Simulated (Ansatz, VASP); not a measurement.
# One calculation of NbAs, two programs

The input INCAR:

```
SYSTEM = NbAs
PREC = Accurate
ENCUT = 500
EDIFF = 1E-6
ISMEAR = -1
SIGMA = 0.1
LREAL = .False.
LASPH = .True.
NELM = 120
ALGO = Normal
ISIF = 2
LWAVE = .False.
LCHARG = .False.
GGA = PS
NBANDS = 16
GGA_COMPAT = .False.
```

Contents of KPOINTS:

```
Automatic mesh
0
Gamma
  13 13 13
  0 0 0
```

File POSCAR:

```
NbAs
1.0
    3.1268491113      0.0000000000      0.0000000000
    0.0000000000      3.1268491113      0.0000000000
    0.0000000000      0.0000000000      3.1268491113
Nb As
1 1
Direct
    0.0000000000      0.0000000000      0.0000000000
    0.5000000000      0.5000000000      0.5000000000
```

Input for Ansatz:

```yaml
crystal:
  lattice:
    - [3.1268491113, 0.0, 0.0]
    - [0.0, 3.1268491113, 0.0]
    - [0.0, 0.0, 3.1268491113]
  atoms:
    - { symbol: Nb, position: [0.0, 0.0, 0.0] }
    - { symbol: As, position: [0.5, 0.5, 0.5] }
kpoints:
  mp_grid: { grid: [13, 13, 13] }
scf:
  occupations: { method: fermi_dirac, width: 0.1 }
hamiltonian:
  xc: pbesol
  pseudopotentials: { kind: all_electron, lapw: { basis_error: 0.001 } }
output:
  forces: true
  stress: true
  eigenvalues: true
  populations: true
```

Change from the starting cell: volume scaled by 0.95, LAPW.

Alike in both runs: task single point; functional PBEsol; k mesh 13 × 13 × 13; occupations fermi-dirac, width 0.1 eV; no spin polarisation.

```csv
,VASP,Ansatz
version,VASP 6.6.1,Ansatz 0.2.0
potentials or method,"VASP PAW PBE potentials, release 64 (Nb_sv, As), cutoff 500 eV","all-electron LAPW, scalar-relativistic"
```

VASP gave:

```
pressure (GPa) : 10.7
```

Question: What did Ansatz give for the same quantities?

Answer: Pressure (GPa): 10.5.

VASP's potentials were made for PBE, not for PBEsol. Ansatz ran all-electron here, and VASP with PAW potentials.
